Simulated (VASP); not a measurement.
Set up this calculation in VASP 6.6.1, as the native input.

```
Task                   : single point
Functional             : r2SCAN
Potentials or basis    : VASP PAW PBE potentials, release 64 (Cs_sv, I)
Cutoff                 : 550 eV
k mesh                 : 4 × 4 × 4
Occupations            : fermi-dirac, width 0.15 eV
Spin                   : no spin polarisation
Dipole correction      : no
Further INCAR settings : ALGO = Normal; EDIFF = 1e-06; NBANDS = 15
```

CsI:

```
Cs I
1.0
     4.48928    0.00000    0.00000
     0.00000    4.48928    0.00000
     0.00000    0.00000    4.48928
Cs I
1 1
Direct
  0.00000 0.00000 0.00000
  0.50000 0.50000 0.50000
```

The input as run:

POSCAR

```
CsI
1.0
    4.4892833493      0.0000000000      0.0000000000
    0.0000000000      4.4892833493      0.0000000000
    0.0000000000      0.0000000000      4.4892833493
Cs I
1 1
Direct
    0.0000000000      0.0000000000      0.0000000000
    0.5000000000      0.5000000000      0.5000000000
```

INCAR.step1

```
SYSTEM = CsI
PREC     = Accurate       ! precision mode
ENCUT    = 550            ! plane-wave cutoff, eV
ISMEAR   = -1             ! smearing method
SIGMA    = 0.15           ! smearing width, eV
LREAL    = .False.        ! projectors in reciprocal space
LASPH    = .True.         ! aspherical terms in the spheres
NELM     = 120            ! most SCF steps
NBANDS   = 15             ! bands
GGA      = PE             ! functional
ALGO     = Normal         ! electronic algorithm
EDIFF    = 1E-5           ! SCF threshold, eV
LWAVE    = .True.         ! write WAVECAR
LCHARG   = .False.        ! write CHGCAR
GGA_COMPAT= .False.
```

INCAR.step2

```
SYSTEM = CsI
PREC     = Accurate       ! precision mode
ENCUT    = 550            ! plane-wave cutoff, eV
EDIFF    = 1E-6           ! SCF threshold, eV
ISMEAR   = -1             ! smearing method
SIGMA    = 0.15           ! smearing width, eV
LREAL    = .False.        ! projectors in reciprocal space
LASPH    = .True.         ! aspherical terms in the spheres
NELM     = 120            ! most SCF steps
ALGO     = Normal         ! electronic algorithm
ISIF     = 2              ! what is computed and relaxed
LWAVE    = .False.        ! write WAVECAR
LCHARG   = .False.        ! write CHGCAR
METAGGA  = R2SCAN         ! meta-GGA
LMIXTAU  = .True.       
NBANDS   = 15             ! bands
ISTART   = 1            
GGA_COMPAT= .False.
```

KPOINTS

```
regular mesh
0
Gamma
  4 4 4
  0 0 0
```

Potentials or basis: VASP PAW PBE potentials, release 64 (Cs_sv, I).

Run with:

```sh
$ cat potpaw_PBE.64/Cs_sv/POTCAR potpaw_PBE.64/I/POTCAR > POTCAR
$ cp INCAR.step1 INCAR
$ mpirun -np 1 vasp_std > vasp.out
$ cp INCAR.step2 INCAR
$ mpirun -np 1 vasp_std > vasp.out
```

Results of the run:

The pressure is 1.3 GPa. The band gap on the k mesh is 4.52 eV, indirect (least direct gap 4.60 eV).

Caveat: the PAW data sets were made with another functional, which shifts forces and pressure a little; spin-orbit coupling is left out, which moves the levels of the heavy elements.

Run time: 56 s on 1 thread of AMD EPYC 7R13 Processor (Zen 3), on a shared host, peak memory 0.19 GiB.
